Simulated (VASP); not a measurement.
A run of VASP 6.6.1 is set up as follows.

File INCAR:

```
SYSTEM = Fe
ALGO = Normal
EDIFF = 1E-6
ENCUT = 520
GGA = PE
ISIF = 2
ISMEAR = 0
ISPIN = 2
LASPH = .True.
LCHARG = .True.
LELF = .True.
LMAXMIX = 4
LORBIT = 11
LREAL = .False.
LVHAR = .True.
LWAVE = .False.
MAGMOM = 4
NBANDS = 14
NELM = 150
PREC = Accurate
SIGMA = 0.1
```

KPOINTS

```
k-points
0
Gamma
  20 20 20
  0 0 0
```

File POSCAR:

```
Fe
1.0
    0.0000000000      2.0518786712      2.0765694746
    1.5834339153      0.0000000000      2.0765694746
    1.5834339153      2.0518786712      0.0000000000
Fe
1
Direct
    0.0000000000      0.0000000000      0.0000000000
```

Potentials or basis: VASP PAW PBE potentials, release 64 (Fe).

Run with:

```sh
$ cat potpaw_PBE.64/Fe/POTCAR > POTCAR
$ mpirun -np 1 vasp_std > vasp.out
```

(1) Predict the pressure.

(2) Predict the site moments.

(3) What does it give for the net moment?

Results:

(1) -18.2 GPa.

(2) Fe +2.65 μB.

(3) 2.62 μB per cell.

Caveat: the cell stands under tension.
